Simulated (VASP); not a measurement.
# HfN (P6_3/mmc) in VASP: single point with PBE

Aim: the single point of HfN with PBE.

Program: VASP 6.6.1. These are calculated values, not measurements. Logs are shortened: lines on timing, memory, paths and dates and some standing lists are left out, and cuts for length are marked.

## Step 1: The cell of the first run

Symmetry: P6_3/mmc, No. 194, hexagonal system. Conventional cell: a = 3.192 Å, b = 3.192 Å, c = 16.020 Å, α = 90.00°, β = 90.00°, γ = 120.00°. Hf (site symmetry -6m2) has 6 N at 2.31 Å within 3.0 Å. Within 3.0 Å of Hf (site symmetry 3m) lie 6 N at 2.25 to 2.27 Å. Within 3.0 Å of N (site symmetry 3m) lie 6 Hf at 2.25 to 2.31 Å and 1 N at 2.78 Å. Within 3.0 Å of N (site symmetry -3m) lie 6 Hf at 2.27 Å.

## Step 2: Single point, PBE

File INCAR:

```
ALGO = Normal ; EDIFF = 1E-6
ENCUT = 600 ; GGA = PE
GGA_COMPAT = F ; ISIF = 2
ISMEAR = 0 ; LASPH = T
LCHARG = F ; LREAL = F
LWAVE = F ; NBANDS = 57
NELM = 120 ; PREC = Accurate
SIGMA = 0.1
```

File KPOINTS:

```
k-points
0
Gamma
  12 12 3
```

File POSCAR:

```
HfN
1.0
    3.1919273818      0.0000000000      0.0000000000
   -1.5959636909      2.7642901997      0.0000000000
    0.0000000000      0.0000000000     16.0202318068
Hf N
6 6
Direct
    0.0000000000      0.0000000000      0.0000000000
    0.3333333333      0.6666666667      0.1670133526
    0.6666666667      0.3333333333      0.3329866474
    0.0000000000      0.0000000000      0.5000000000
    0.6666666667      0.3333333333      0.6670133526
    0.3333333333      0.6666666667      0.8329866474
    0.6666666667      0.3333333333      0.0866478331
    0.0000000000      0.0000000000      0.2500000000
    0.3333333333      0.6666666667      0.4133521669
    0.3333333333      0.6666666667      0.5866478331
    0.0000000000      0.0000000000      0.7500000000
    0.6666666667      0.3333333333      0.9133521669
```

Potentials or basis: VASP PAW PBE potentials, release 64 (Hf_pv, N).

Launch:

```console
$ cat potpaw_PBE.64/Hf_pv/POTCAR potpaw_PBE.64/N/POTCAR > POTCAR
$ mpirun -np 1 vasp_std > vasp.out
```

OUTCAR:

```text
EDIFF = 1E-6
   ENCUT = 600
   GGA = PE
   ISIF = 2
   ISMEAR = 0
   LASPH = T
   LREAL = F
   NELM = 120
   PREC = Accurate

 ion  position               nearest neighbor table
   1  0.000  0.000  0.000-   7 2.31  12 2.31   7 2.31  12 2.31   7 2.31  12 2.31   2 3.25   6 3.25
                             2 3.25   6 3.25   2 3.25   6 3.25
   2  0.333  0.667  0.167-   7 2.25   7 2.25   7 2.25   8 2.27   8 2.27   8 2.27   3 3.24   3 3.24
                             3 3.24   1 3.25   1 3.25   1 3.25
   3  0.667  0.333  0.333-   9 2.25   9 2.25   9 2.25   8 2.27   8 2.27   8 2.27   2 3.24   2 3.24
                             2 3.24   4 3.25   4 3.25   4 3.25
   4  0.000  0.000  0.500-   9 2.31  10 2.31   9 2.31  10 2.31   9 2.31  10 2.31   3 3.25   5 3.25
                             3 3.25   5 3.25   3 3.25   5 3.25
   5  0.667  0.333  0.667-  10 2.25  10 2.25  10 2.25  11 2.27  11 2.27  11 2.27   6 3.24   6 3.24
                             6 3.24   4 3.25   4 3.25   4 3.25
   6  0.333  0.667  0.833-  12 2.25  12 2.25  12 2.25  11 2.27  11 2.27  11 2.27   5 3.24   5 3.24
                             5 3.24   1 3.25   1 3.25   1 3.25
   7  0.667  0.333  0.087-   2 2.25   2 2.25   2 2.25   1 2.31   1 2.31   1 2.31
   8  0.000  0.000  0.250-   2 2.27   3 2.27   3 2.27   2 2.27   3 2.27   2 2.27
   9  0.333  0.667  0.413-   3 2.25   3 2.25   3 2.25   4 2.31   4 2.31   4 2.31
  10  0.333  0.667  0.587-   5 2.25   5 2.25   5 2.25   4 2.31   4 2.31   4 2.31
  11  0.000  0.000  0.750-   5 2.27   6 2.27   5 2.27   6 2.27   5 2.27   6 2.27
  12  0.667  0.333  0.913-   6 2.25   6 2.25   6 2.25   1 2.31   1 2.31   1 2.31

  LATTYP: Found a hexagonal cell.
 ALAT       =     3.1919273818
 C/A-ratio  =     5.0189837959

  Lattice vectors:

 A1 = (   3.1919273818,   0.0000000000,   0.0000000000)
 A2 = (  -1.5959636909,   2.7642901997,   0.0000000000)
 A3 = (   0.0000000000,   0.0000000000,  16.0202318068)

Analysis of symmetry for initial positions (statically):
=====================================================================
 Subroutine PRICEL returns:
 Original cell was already a primitive cell.

 Routine SETGRP: Setting up the symmetry group for a
 hexagonal supercell.

 Subroutine GETGRP returns: Found 24 space group operations
 (whereof 12 operations were pure point group operations)
 out of a pool of 24 trial point group operations.

The static configuration has the point symmetry D_3h.
 The point group associated with its full space group is D_6h.

Analysis of symmetry for dynamics (positions and initial velocities):
=====================================================================
 Subroutine PRICEL returns:
 Original cell was already a primitive cell.

 Routine SETGRP: Setting up the symmetry group for a
 hexagonal supercell.

 Subroutine GETGRP returns: Found 24 space group operations
 (whereof 12 operations were pure point group operations)
 out of a pool of 24 trial point group operations.

The dynamic configuration has the point symmetry D_3h.
 The point group associated with its full space group is D_6h.

 Subroutine INISYM returns: Found 24 space group operations
 (whereof 12 operations are pure point group operations),
 and found     1 'primitive' translations

----------------------------------------------------------------------------------------

                                     Primitive cell

  volume of cell :     141.3531

  direct lattice vectors                    reciprocal lattice vectors
     3.191927382  0.000000000  0.000000000     0.313290335  0.180878259  0.000000000
    -1.595963691  2.764290200  0.000000000     0.000000000  0.361756519  0.000000000
     0.000000000  0.000000000 16.020231807     0.000000000  0.000000000  0.062421069

  length of vectors
     3.191927382  3.191927382 16.020231807     0.361756519  0.361756519  0.062421069

  position of ions in fractional coordinates (direct lattice)
     0.000000000  0.000000000  0.000000000
     0.333333333  0.666666667  0.167013353
     0.666666667  0.333333333  0.332986647
     0.000000000  0.000000000  0.500000000
     0.666666667  0.333333333  0.667013353
     0.333333333  0.666666667  0.832986647
     0.666666667  0.333333333  0.086647833
     0.000000000  0.000000000  0.250000000
     0.333333333  0.666666667  0.413352167
     0.333333333  0.666666667  0.586647833
     0.000000000  0.000000000  0.750000000
     0.666666667  0.333333333  0.913352167

  ion indices of the primitive-cell ions
   primitive index   ion index
                 1           1
[... 25 lines left out ...]
     0.000000000  0.000000000  0.020807023     0.000000000  0.000000000  0.333333333

  Length of vectors
     0.030146377  0.030146377  0.020807023

  Shift w.r.t. Gamma in fractional coordinates (k-lattice)
     0.000000000  0.000000000  0.000000000

 Subroutine IBZKPT returns following result:
 ===========================================

 Found     38 irreducible k-points:

 Following reciprocal coordinates:
            Coordinates               Weight
  0.000000  0.000000  0.000000      1.000000
  0.083333 -0.000000  0.000000      6.000000
  0.166667 -0.000000  0.000000      6.000000
  0.250000 -0.000000  0.000000      6.000000
  0.333333 -0.000000  0.000000      6.000000
  0.416667 -0.000000  0.000000      6.000000
[... 16 lines left out ...]
  0.250000 -0.000000  0.333333     12.000000
  0.333333 -0.000000  0.333333     12.000000
 [... further k-points ...]
   k-points           NKPTS =     38   k-points in BZ     NKDIM =     38   number of bands    NBANDS=     57
   number of dos      NEDOS =    301   number of ions     NIONS =     12
   total plane-waves  NPLWV = 100352
   dimension x,y,z NGX =    28 NGY =   28 NGZ =  128
   dimension x,y,z NGXF=    56 NGYF=   56 NGZF=  256
   ions per type =               6   6
   NGX,Y,Z   is equivalent  to a cutoff of  14.58, 14.58, 13.28 a.u.
   NGXF,Y,Z  is equivalent  to a cutoff of  29.17, 29.17, 26.57 a.u.
 SYSTEM =  unknown system
   PREC   = accura    normal or accurate (medium, high low for compatibility)
   ISTART =      0    job   : 0-new  1-cont  2-samecut
   ICHARG =      2    charge: 1-file 2-atom 10-const
   ISPIN  =      1    spin polarized calculation?
   LNONCOLLINEAR =      F non collinear calculations
   LSORBIT =      F    spin-orbit coupling
   LASPH  =      T    aspherical Exc in radial PAW
   ENCUT  =  600.0 eV  44.10 Ry    6.64 a.u.   6.38  6.38 32.00*2*pi/ulx,y,z
   NELM   =    120;   NELMIN=  2; NELMDL= -5     # of ELM steps
   EDIFF  = 0.1E-05   stopping-criterion for ELM
   LREAL  =      F    real-space projection
   EDIFFG = 0.1E-04   stopping-criterion for IOM
   NSW    =      0    number of steps for IOM
   IBRION =     -1    ionic relax: 0-MD 1-quasi-New 2-CG
   NFREE  =      0    steps in history (QN), initial steepest desc. (CG)
   ISIF   =      2    stress and relaxation
   ISYM   =      2    0-nonsym 1-usesym 2-fastsym
   POTIM  = 0.5000    time-step for ionic-motion
   TEBEG  =    0.0;   TEEND  =   0.0 temperature during run
   PSTRESS=    0.0 pullay stress
   NELECT =      90.0000    total number of electrons
   NUPDOWN=      -1.0000    fix difference up-down
   EMIN   =  10.00;   EMAX   =-10.00  energy-range for DOS
   EFERMI =   0.00;   METHOD = LEGACY
   ISMEAR =     0;   SIGMA  =   0.10  broadening in eV -4-tet -1-fermi 0-gaus
   EFERMI_NEDOS =   21; number of points for ismear=-14 and -15
   IALGO  =     38    algorithm
   IMIX   =      4    mixing-type and parameters
     AMIX     =   0.40;   BMIX     =  1.00
     AMIX_MAG =   1.60;   BMIX_MAG =  1.00
  volume/ion in A,a.u.               =      11.78        79.49
  Fermi-wavevector in a.u.,A,eV,Ry     =   1.408382  2.661456 26.987705  1.983540
  Thomas-Fermi vector in A             =   2.530546
   LORBIT       =      0    0 simple, 1 ext, 2 COOP (PROOUT), +10 PAW based schemes
   GGA     = PE    functional components
   LHFCALC =     F    Hartree Fock is set to
   AEXX    =    0.0000 exact exchange contribution
   IVDW    =     0    specifies the selected vdW correction
   LEPSILON=     F    determine dielectric tensor
   LRPA    =     F    only Hartree local field effects (RPA)
 non-spin polarized calculation
 Gauss-broadening in eV      SIGMA  =   0.10
  energy-cutoff  :      600.00
  volume of cell :      141.35
 maximum number of plane-waves:      4751
 NGX is ok and might be reduce to    28
   NGX = 13   NGY = 13   NGZ = 63

 number of electron      90.0000004 magnetization

 Free energy of the ion-electron system (eV)
  ---------------------------------------------------
  ext. energy  EPLUGINS =         0.00000000
  ---------------------------------------------------
  free energy    TOTEN  =      -130.51393632 eV

  energy without entropy =     -130.48468657  energy(sigma->0) =     -130.49931145

 E-fermi :   8.0983     XC(G=0): -12.6223

 val. band max:        8.0973997094   @ k =   0.1667   0.1667   0.3333
 cond. band min:       8.1035815815   @ k =   0.1667   0.1667   0.0000
 fundamental gap:      0.0061818722
 Fermi energy:         8.0982632636

 k-point     1 :       0.0000    0.0000    0.0000
  band No.  band energies     occupation
      1     -23.9751      2.00000
      2     -23.8495      2.00000
      3     -23.6860      2.00000
      4     -23.4169      2.00000
      5     -23.2306      2.00000
      6     -23.2264      2.00000
[... 1429 lines left out ...]
     56      11.6166      0.00000
     57      12.1747      0.00000

 [... further k-points ...]

------------------------ aborting loop because EDIFF is reached ----------------------------------------

  FORCE on cell =-STRESS in cart. coord.  units (eV):
  Direction    XX          YY          ZZ          XY          YZ          ZX
  --------------------------------------------------------------------------------------
  -------------------------------------------------------------------------------------
  Total       -2.1097451     -2.1097451     -2.1081174      0.0000000      0.0000000      0.0000000
  in kB      -23.9130594    -23.9130594    -23.8946095      0.0000000      0.0000000      0.0000000
  external PRESSURE =     -23.9069094 kB  Pullay stress =       0.0000000 kB

 VOLUME and BASIS-vectors are now :
 -----------------------------------------------------------------------------
  energy-cutoff  :      600.00
  volume of cell :      141.35
      direct lattice vectors                 reciprocal lattice vectors
     3.191927382  0.000000000  0.000000000     0.313290335  0.180878259  0.000000000
    -1.595963691  2.764290200  0.000000000     0.000000000  0.361756519  0.000000000
     0.000000000  0.000000000 16.020231807     0.000000000  0.000000000  0.062421069

 POSITION                                       TOTAL-FORCE (eV/Angst)
 -----------------------------------------------------------------------------------
      0.00000      0.00000      0.00000         0.000000     -0.000000      0.000000
     -0.00000      1.84286      2.67559         0.000000     -0.000000      0.000377
      1.59596      0.92143      5.33452        -0.000000      0.000000     -0.000377
      0.00000      0.00000      8.01012        -0.000000      0.000000      0.000000
      1.59596      0.92143     10.68571        -0.000000      0.000000      0.000377
     -0.00000      1.84286     13.34464         0.000000     -0.000000     -0.000377
      1.59596      0.92143      1.38812        -0.000000      0.000000      0.022021
      0.00000      0.00000      4.00506         0.000000      0.000000     -0.000000
     -0.00000      1.84286      6.62200         0.000000      0.000000     -0.022021
     -0.00000      1.84286      9.39823         0.000000     -0.000000      0.022021
      0.00000      0.00000     12.01517         0.000000      0.000000      0.000000
      1.59596      0.92143     14.63211        -0.000000     -0.000000     -0.022021
 -----------------------------------------------------------------------------------
    total drift:                                0.000000      0.000000      0.000000

  FREE ENERGIE OF THE ION-ELECTRON SYSTEM (eV)
  ---------------------------------------------------
  free  energy   TOTEN  =      -130.5139363228 eV

  energy  without entropy=     -130.4846865735  energy(sigma->0) =     -130.49931145
```

Run time: 3.9 min. Hardware: 1 thread of Intel Xeon 6975P-C (Granite Rapids), shared host; peak memory 0.46 GiB.

Results:

```
Free energy            : -130.5139 eV
Pressure               : -2.4 GPa
Largest force          : 0.022 eV/Å
Band gap on the k mesh : zero (bands 45 and 46 overlap by 1.13 eV)
```

Forces in eV/Å, atoms in the order of the input:
```
Hf   0.000  0.000  0.000
Hf   0.000  0.000  0.000
Hf   0.000  0.000  0.000
Hf   0.000  0.000  0.000
Hf   0.000  0.000  0.000
Hf   0.000  0.000  0.000
N    0.000  0.000  0.022
N    0.000  0.000  0.000
N    0.000  0.000 -0.022
N    0.000  0.000  0.022
N    0.000  0.000  0.000
N    0.000  0.000 -0.022
```

Caveat: spin-orbit coupling is left out, which moves the levels of the heavy elements.
